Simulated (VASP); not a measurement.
Here is a VASP 6.6.1 calculation.

Contents of INCAR:

```
ALGO = Normal
EDIFF = 1E-7
ENCUT = 520
GGA = PS
ISIF = 2
ISMEAR = -1
LASPH = T
LCHARG = F
LREAL = F
LWAVE = F
NBANDS = 46
NELM = 100
PREC = Accurate
SIGMA = 0.02
```

The input KPOINTS:

```
k-points
0
Gamma
  6 6 6
```

File POSCAR:

```
GaCuSe2
1.0
   -2.7850980419      2.7850980419      5.5356019944
    2.7850980419     -2.7850980419      5.5356019944
    2.7850980419      2.7850980419     -5.5356019944
Cu Se Ga
2 4 2
Direct
    0.0000000000      0.0000000000      0.0000000000
    0.7500000000      0.2500000000      0.5000000000
    0.3750000000      0.3668636248      0.4918636248
    0.1168636248      0.6250000000     -0.0081363752
    0.8750000000      0.8831363752      0.5081363752
    0.6331363752      0.1250000000      0.0081363752
    0.5000000000      0.5000000000      0.0000000000
    0.2500000000      0.7500000000      0.5000000000
```

Potentials or basis: VASP PAW PBE potentials, release 64 (Cu, Se, Ga_d).

Run with:

```sh
$ cat potpaw_PBE.64/Cu/POTCAR potpaw_PBE.64/Se/POTCAR potpaw_PBE.64/Ga_d/POTCAR > POTCAR
$ mpirun -np 1 vasp_std > vasp.out
```

Q: Predict the largest force.

A: 0.022 eV/Å.

Q: What does it give for the band gap on the k mesh?

A: 0.14 eV.

Q: What does it give for the pressure?

A: 0.2 GPa.

Forces in eV/Å, atoms in the order of the input:
```
Cu   0.000  0.000  0.000
Cu   0.000  0.000  0.000
Se   0.022  0.000  0.000
Se   0.000  0.022  0.000
Se  -0.022  0.000  0.000
Se   0.000 -0.022  0.000
Ga   0.000  0.000  0.000
Ga   0.000  0.000  0.000
```

Caveat: the PAW data sets were made with another functional, which shifts forces and pressure a little.
